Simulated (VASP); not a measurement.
Here is a VASP 6.6.1 calculation.

The input INCAR:

```
SYSTEM = Mn
PREC     = Accurate       ! precision mode
ENCUT    = 520            ! plane-wave cutoff, eV
EDIFF    = 1E-6           ! SCF threshold, eV
ISMEAR   = -1             ! smearing method
SIGMA    = 0.06122561905347299 ! smearing width, eV
LREAL    = .False.        ! projectors in reciprocal space
LASPH    = .True.         ! aspherical terms in the spheres
NELM     = 100            ! most SCF steps
ALGO     = Normal         ! electronic algorithm
ISIF     = 2              ! what is computed and relaxed
LWAVE    = .False.        ! write WAVECAR
LCHARG   = .False.        ! write CHGCAR
GGA      = PE             ! functional
NBANDS   = 12             ! bands
```

File KPOINTS:

```
regular mesh
0
Gamma
  28 28 28
  0 0 0
```

The input POSCAR:

```
Mn
1.0
   -1.4102196118      1.4102196118      1.4102196118
    1.4102196118     -1.4102196118      1.4102196118
    1.4102196118      1.4102196118     -1.4102196118
Mn
1
Direct
    0.0000000000      0.0000000000      0.0000000000
```

Potentials or basis: VASP PAW PBE potentials, release 64 (Mn_pv).

Command:

```bash
$ cat potpaw_PBE.64/Mn_pv/POTCAR > POTCAR
$ mpirun -np 1 vasp_std > vasp.out
```

Task: Estimate the pressure.

Result: -10.2 GPa.

Caveat: the run has no spin polarisation, though such a crystal can be magnetic. Spin polarisation is off, so any magnetic state and its effect on volume and gap are missing.
